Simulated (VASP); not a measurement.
# YTl (Pm-3m) in VASP: further runs

YTl is run at these levels: LDA; tasks: vibrations by perturbation theory.

Everything below comes from runs of VASP 6.6.1. Logs are shortened: lines on timing, memory, paths and dates and some standing lists are left out, and cuts for length are marked.

## (1) The cell of the first run

It takes space group Pm-3m (No. 221, cubic). Conventional cell: a = 3.512 Å, b = 3.512 Å, c = 3.512 Å, α = 90.00°, β = 90.00°, γ = 90.00°. Within 4.0 Å of Y (site symmetry m-3m) lie 8 Tl at 3.04 Å and 6 Y at 3.51 Å. Tl (site symmetry m-3m) has 8 Y at 3.04 Å and 6 Tl at 3.51 Å within 4.0 Å.

## (2) Vibrations by perturbation theory, LDA

The input, INCAR:

```
ALGO     = Fast           # electronic algorithm
EDIFF    = 1E-8           # SCF threshold, eV
ENCUT    = 520            # plane-wave cutoff, eV
IBRION   = 8              # ionic algorithm
ISIF     = 2              # what is computed and relaxed
ISMEAR   = -1             # smearing method
LASPH    = T              # aspherical terms in the spheres
LCHARG   = T              # write CHGCAR
LREAL    = F              # projectors in reciprocal space
LWAVE    = F              # write WAVECAR
NELM     = 60             # most SCF steps
NSW      = 1              # ionic steps
PREC     = Accurate       # precision mode
SIGMA    = 0.15           # smearing width, eV
```

The input, KPOINTS:

```
k-points
0
Gamma
  12 12 12
```

The input, POSCAR:

```
YTl
1.0
    3.5124428181      0.0000000000      0.0000000000
    0.0000000000      3.5124428181      0.0000000000
    0.0000000000      0.0000000000      3.5124428181
Y Tl
1 1
Direct
    0.5000000000      0.5000000000      0.5000000000
    0.0000000000      0.0000000000      0.0000000000
```

Potentials or basis: VASP PAW LDA potentials, release 64 (Y_sv, Tl_d).

Started as:

```console
cat potpaw_LDA.64/Y_sv/POTCAR potpaw_LDA.64/Tl_d/POTCAR > POTCAR
mpirun -np 1 vasp_std > vasp.out
```

OUTCAR:

```text
EDIFF = 1E-8
   ENCUT = 520
   IBRION = 8
   ISIF = 2
   ISMEAR = -1
   LASPH = T
   LREAL = F
   NELM = 60
   NSW = 1
   PREC = Accurate

 ion  position               nearest neighbor table
   1  0.500  0.500  0.500-   2 3.04   2 3.04   2 3.04   2 3.04   2 3.04   2 3.04   2 3.04   2 3.04

   2  0.000  0.000  0.000-   1 3.04   1 3.04   1 3.04   1 3.04   1 3.04   1 3.04   1 3.04   1 3.04

  LATTYP: Found a simple cubic cell.
 ALAT       =     3.5124428181

  Lattice vectors:

 A1 = (   3.5124428181,   0.0000000000,   0.0000000000)
 A2 = (   0.0000000000,   3.5124428181,   0.0000000000)
 A3 = (   0.0000000000,   0.0000000000,   3.5124428181)

Analysis of symmetry for initial positions (statically):
=====================================================================
 Subroutine PRICEL returns:
 Original cell was already a primitive cell.

 Routine SETGRP: Setting up the symmetry group for a
 simple cubic supercell.

 Subroutine GETGRP returns: Found 48 space group operations
 (whereof 48 operations were pure point group operations)
 out of a pool of 48 trial point group operations.

The static configuration has the point symmetry O_h .

Analysis of symmetry for dynamics (positions and initial velocities):
=====================================================================
 Subroutine PRICEL returns:
 Original cell was already a primitive cell.

 Routine SETGRP: Setting up the symmetry group for a
 simple cubic supercell.

 Subroutine GETGRP returns: Found 48 space group operations
 (whereof 48 operations were pure point group operations)
 out of a pool of 48 trial point group operations.

The dynamic configuration has the point symmetry O_h .

 Subroutine INISYM returns: Found 48 space group operations
 (whereof 48 operations are pure point group operations),
 and found     1 'primitive' translations

----------------------------------------------------------------------------------------

                                     Primitive cell

  volume of cell :      43.3339

  direct lattice vectors                    reciprocal lattice vectors
     3.512442818  0.000000000  0.000000000     0.284702144  0.000000000  0.000000000
     0.000000000  3.512442818  0.000000000     0.000000000  0.284702144  0.000000000
     0.000000000  0.000000000  3.512442818     0.000000000  0.000000000  0.284702144

  length of vectors
     3.512442818  3.512442818  3.512442818     0.284702144  0.284702144  0.284702144

  position of ions in fractional coordinates (direct lattice)
     0.500000000  0.500000000  0.500000000
     0.000000000  0.000000000  0.000000000

  ion indices of the primitive-cell ions
   primitive index   ion index
                 1           1
                 2           2

----------------------------------------------------------------------------------------

 KPOINTS: k-points

Automatic generation of k-mesh.
 Grid dimensions read from file:
 generate k-points for:   12   12   12

 Generating k-lattice:

  Cartesian coordinates                     Fractional coordinates (reciprocal lattice)
     0.023725179  0.000000000  0.000000000     0.083333333  0.000000000  0.000000000
     0.000000000  0.023725179  0.000000000     0.000000000  0.083333333  0.000000000
     0.000000000  0.000000000  0.023725179     0.000000000  0.000000000  0.083333333

  Length of vectors
     0.023725179  0.023725179  0.023725179

  Shift w.r.t. Gamma in fractional coordinates (k-lattice)
     0.000000000  0.000000000  0.000000000

 Subroutine IBZKPT returns following result:
 ===========================================

 Found     84 irreducible k-points:

 Following reciprocal coordinates:
            Coordinates               Weight
  0.000000  0.000000  0.000000      1.000000
  0.083333  0.000000  0.000000      6.000000
  0.166667  0.000000  0.000000      6.000000
  0.250000  0.000000  0.000000      6.000000
  0.333333  0.000000  0.000000      6.000000
  0.416667  0.000000  0.000000      6.000000
[... 16 lines left out ...]
  0.333333  0.333333  0.000000     12.000000
  0.416667  0.333333  0.000000     24.000000
 [... further k-points ...]
   k-points           NKPTS =     84   k-points in BZ     NKDIM =     84   number of bands    NBANDS=     16
   number of dos      NEDOS =    301   number of ions     NIONS =      2
   total plane-waves  NPLWV =  21952
   dimension x,y,z NGX =    28 NGY =   28 NGZ =   28
   dimension x,y,z NGXF=    56 NGYF=   56 NGZF=   56
   ions per type =               1   1
   NGX,Y,Z   is equivalent  to a cutoff of  13.25, 13.25, 13.25 a.u.
   NGXF,Y,Z  is equivalent  to a cutoff of  26.51, 26.51, 26.51 a.u.
 SYSTEM =  unknown system
   PREC   = accura    normal or accurate (medium, high low for compatibility)
   ISTART =      0    job   : 0-new  1-cont  2-samecut
   ICHARG =      2    charge: 1-file 2-atom 10-const
   ISPIN  =      1    spin polarized calculation?
   LNONCOLLINEAR =      F non collinear calculations
   LSORBIT =      F    spin-orbit coupling
   LASPH  =      T    aspherical Exc in radial PAW
   ENCUT  =  520.0 eV  38.22 Ry    6.18 a.u.   6.53  6.53  6.53*2*pi/ulx,y,z
   NELM   =     60;   NELMIN=  2; NELMDL= -5     # of ELM steps
   EDIFF  = 0.1E-07   stopping-criterion for ELM
   LREAL  =      F    real-space projection
   EDIFFG = 0.1E-06   stopping-criterion for IOM
   NSW    =      1    number of steps for IOM
   IBRION =      8    ionic relax: 0-MD 1-quasi-New 2-CG
   NFREE  =      0    steps in history (QN), initial steepest desc. (CG)
   ISIF   =      2    stress and relaxation
   ISYM   =      2    0-nonsym 1-usesym 2-fastsym
   POTIM  = 0.5000    time-step for ionic-motion
   TEBEG  =    0.0;   TEEND  =   0.0 temperature during run
   PSTRESS=    0.0 pullay stress
   NELECT =      24.0000    total number of electrons
   NUPDOWN=      -1.0000    fix difference up-down
   EMIN   =  10.00;   EMAX   =-10.00  energy-range for DOS
   EFERMI =   0.00;   METHOD = LEGACY
   ISMEAR =    -1;   SIGMA  =   0.15  broadening in eV -4-tet -1-fermi 0-gaus
   EFERMI_NEDOS =   21; number of points for ismear=-14 and -15
   IALGO  =     68    algorithm
   IMIX   =      4    mixing-type and parameters
     AMIX     =   0.40;   BMIX     =  1.00
     AMIX_MAG =   1.60;   BMIX_MAG =  1.00
  volume/ion in A,a.u.               =      21.67       146.22
  Fermi-wavevector in a.u.,A,eV,Ry     =   1.344423  2.540591 24.592171  1.807474
  Thomas-Fermi vector in A             =   2.472418
   LORBIT       =      0    0 simple, 1 ext, 2 COOP (PROOUT), +10 PAW based schemes
   GGA     = CA    functional components
   LHFCALC =     F    Hartree Fock is set to
   AEXX    =    0.0000 exact exchange contribution
   IVDW    =     0    specifies the selected vdW correction
   LEPSILON=     F    determine dielectric tensor
   LRPA    =     F    only Hartree local field effects (RPA)
 non-spin polarized calculation
 RMM-DIIS sequential band-by-band and
  energy-cutoff  :      520.00
  volume of cell :       43.33
 maximum number of plane-waves:      1189
 NGX is ok and might be reduce to    28
   NGX = 13   NGY = 13   NGZ = 13

--------------------------------------- Ionic step        1  -------------------------------------------

 number of electron      24.0000004 magnetization

 Free energy of the ion-electron system (eV)
  ---------------------------------------------------
  ext. energy  EPLUGINS =         0.00000000
  ---------------------------------------------------
  free energy    TOTEN  =       -10.64982881 eV

  energy without entropy =      -10.56917438  energy(sigma->0) =      -10.60950159

 E-fermi :   7.7336     XC(G=0): -11.6928

 val. band max:        7.7038988204   @ k =   0.2500   0.2500   0.2500
 cond. band min:       7.8459782846   @ k =   0.5000   0.1667   0.0000
 fundamental gap:      0.1420794642
 Fermi energy:         7.7336013675

 k-point     1 :       0.0000    0.0000    0.0000
  band No.  band energies     occupation
      1     -34.4829      2.00000
      2     -14.5347      2.00000
      3     -14.5347      2.00000
      4     -14.5347      2.00000
      5      -4.5262      2.00000
      6      -4.5262      2.00000
[... 433 lines left out ...]
      3     -14.8218      2.00000
      4     -14.4689      2.00000
      5      -4.3917      2.00000
      6      -4.3292      2.00000
[... 8 lines left out ...]
     15      10.8695      0.00000
     16      12.9111      0.00000

 [... further k-points ...]

------------------------ aborting loop because EDIFF is reached ----------------------------------------

  FORCE on cell =-STRESS in cart. coord.  units (eV):
  Direction    XX          YY          ZZ          XY          YZ          ZX
  --------------------------------------------------------------------------------------
  -------------------------------------------------------------------------------------
  Total        4.1024040      4.1024040      4.1024040      0.0000000      0.0000000      0.0000000
  in kB      151.6775208    151.6775208    151.6775208      0.0000000      0.0000000      0.0000000
  external PRESSURE =     151.6775208 kB  Pullay stress =       0.0000000 kB

 VOLUME and BASIS-vectors are now :
 -----------------------------------------------------------------------------
  energy-cutoff  :      520.00
  volume of cell :       43.33
      direct lattice vectors                 reciprocal lattice vectors
     3.512442818  0.000000000  0.000000000     0.284702144  0.000000000  0.000000000
     0.000000000  3.512442818  0.000000000     0.000000000  0.284702144  0.000000000
     0.000000000  0.000000000  3.512442818     0.000000000  0.000000000  0.284702144

 POSITION                                       TOTAL-FORCE (eV/Angst)
 -----------------------------------------------------------------------------------
      1.75622      1.75622      1.75622         0.000000      0.000000      0.000000
      0.00000      0.00000      0.00000         0.000000      0.000000      0.000000
 -----------------------------------------------------------------------------------
    total drift:                               -0.000000      0.000000      0.000000

  FREE ENERGIE OF THE ION-ELECTRON SYSTEM (eV)
  ---------------------------------------------------
  free  energy   TOTEN  =       -10.6498288126 eV

  energy  without entropy=      -10.5691743756  energy(sigma->0) =      -10.60950159

[... ionic steps 2 to 3 ...]

--------------------------------------- Ionic step        4  -------------------------------------------

------------------------ aborting loop because EDIFF is reached ----------------------------------------

[... ionic steps 5 to 6 ...]

--------------------------------------- Ionic step        7  -------------------------------------------

 Free energy of the ion-electron system (eV)
  ---------------------------------------------------
  ---------------------------------------------------
  free energy    TOTEN  =        -0.33344859 eV

  energy without entropy =       -0.33344859

------------------------ aborting loop because EDIFF is reached ----------------------------------------

 INTERNAL STRAIN TENSOR  FOR ION    2  DIRECTION 1   (eV/Angst):
 -----------------------------------------------------------------------------
     0.04679 -0.00000  0.00000
     0.00000 -0.01499  0.00000
     0.00000  0.00000 -0.01499

 INTERNAL STRAIN TENSOR FOR ION    2 for displacements in x,y,z  (eV/Angst):
          X           Y           Z          XY          YZ          ZX
  --------------------------------------------------------------------------------
  x     0.00000     0.00000     0.00000     0.00000     0.00000     0.00000
  y     0.00000     0.00000     0.00000     0.00000     0.00000     0.00000
  z     0.00000     0.00000     0.00000     0.00000     0.00000     0.00000

 SECOND DERIVATIVES (NOT SYMMETRIZED)
 ------------------------------------
               1X          1Y          1Z          2X          2Y          2Z
  1X    -4.887072   -0.000000    0.000000    4.887072    0.000000   -0.000000
  1Y    -0.000000   -4.887072    0.000000    0.000000    4.887072   -0.000000
  1Z    -0.000000   -0.000000   -4.887072    0.000000    0.000000    4.887072
  2X     4.892923    0.000000   -0.000000   -4.892923   -0.000000    0.000000
  2Y    -0.000000    4.892923   -0.000000    0.000000   -4.892923    0.000000
  2Z     0.000000   -0.000000    4.892923   -0.000000    0.000000   -4.892923

 Eigenvectors and eigenvalues of the dynamical matrix
 ----------------------------------------------------

   1 f  =    4.391520 THz    27.592733 2PiTHz  146.485332 cm-1    18.161858 meV
             X         Y         Z           dx          dy          dz
      1.756221  1.756221  1.756221    -0.834631    0.000000    0.000000
      0.000000  0.000000  0.000000     0.550809    0.000000    0.000000
[... 21 lines left out ...]
   6 f/i=    0.001208 THz     0.007590 2PiTHz    0.040292 cm-1     0.004996 meV
             X         Y         Z           dx          dy          dz
      1.756221  1.756221  1.756221    -0.000000    0.000000   -0.550809
      0.000000  0.000000  0.000000     0.000000    0.000000   -0.834631

--------------------------------------------------------------------------------------------------------

 ELASTIC MODULI CONTR FROM IONIC RELAXATION (kBar)
 Direction    XX          YY          ZZ          XY          YZ          ZX
 --------------------------------------------------------------------------------
 XX           0.0000      0.0000      0.0000      0.0000      0.0000      0.0000
 YY           0.0000      0.0000      0.0000      0.0000      0.0000      0.0000
 ZZ           0.0000      0.0000      0.0000      0.0000      0.0000      0.0000
 XY           0.0000      0.0000      0.0000      0.0000      0.0000      0.0000
 YZ           0.0000      0.0000      0.0000      0.0000      0.0000      0.0000
 ZX           0.0000      0.0000      0.0000      0.0000      0.0000      0.0000
 --------------------------------------------------------------------------------
```

It took 8 min on 1 thread of Intel Xeon Platinum 8488C (Sapphire Rapids), shared host; peak memory 0.44 GiB.

What came out:

| Item | Value |
| --- | --- |
| Highest phonon frequency at Γ, LO-TO splitting left out | 146 cm⁻¹ |

Phonon frequencies in cm⁻¹ (negative: imaginary):
```tsv
q point	frequencies
(0.000, 0.000, 0.000)	0 0 0 146 146 146
```

Caveat: the cell wasn't relaxed at this level first, which shifts response properties; spin-orbit coupling is left out, which moves the levels of the heavy elements.

[end of part 1 of 2]
